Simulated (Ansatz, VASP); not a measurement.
# Mg: VASP beside Ansatz

```
CELL_PARAMETERS angstrom
2.72403 0.00000 0.00000
0.00000 2.72403 0.00000
0.00000 0.00000 2.72403
ATOMIC_POSITIONS crystal
Mg 0.00000 0.00000 0.00000
```

Change from the starting cell: volume scaled by 0.75, LAPW.

Alike in both runs: task single point; functional PBEsol; k mesh 13 × 13 × 13; occupations fermi-dirac, width 0.1 eV; no spin polarisation.

|  | VASP | Ansatz |
| --- | --- | --- |
| version | VASP 6.6.1 | Ansatz 0.2.0 |
| potentials or method | VASP PAW PBE potentials, release 64 (Mg), cutoff 520 eV | all-electron LAPW, scalar-relativistic |

|  | VASP | Ansatz | Ansatz less VASP |
| --- | --- | --- | --- |
| pressure (GPa) | 12.0 | 11.9 | -0.13 |

VASP's potentials were made for PBE, not for PBEsol. Ansatz ran all-electron here, and VASP with PAW potentials.
